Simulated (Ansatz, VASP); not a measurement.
Si: VASP beside Ansatz

```xyz
2
Lattice="-2.4662 2.4662 1.2761 2.4662 -2.4662 1.2761 2.4662 2.4662 -1.2761" Properties=species:S:1:pos:R:3 pbc="T T T"
Si    2.4662    0.0000    0.6380
Si    0.0000    0.0000    1.2761
```

Change from the starting cell: strain +0.040 along x and y, -0.040 along z, atoms carried along.

Alike in both runs: task single point; functional LDA; k mesh 20 × 20 × 20; occupations gaussian, width 0.15 eV; no spin polarisation.

```csv
,VASP,Ansatz
version,VASP 6.6.1,Ansatz 0.2.0
potentials or method,"VASP PAW LDA potentials, release 64 (Si), cutoff 520 eV","scalar-relativistic, plane waves, PAW"
valence electrons in the cell,8,8
```

Ansatz gave:

* gap on the k mesh at the Fermi level (eV): none
* pressure (GPa): -4.9
* traceless stress, the component that is largest in VASP (GPa): 4.14

What did VASP give for the same quantities?

gap on the k mesh at the Fermi level (eV): none; pressure (GPa): -4.8; traceless stress, the component that is largest in VASP (GPa): 4.15.

LDA's correlation is that of Perdew and Zunger in VASP and of Perdew and Wang (1992) in Ansatz. A gap of «none» marks a metal or a gap that the smearing closes.
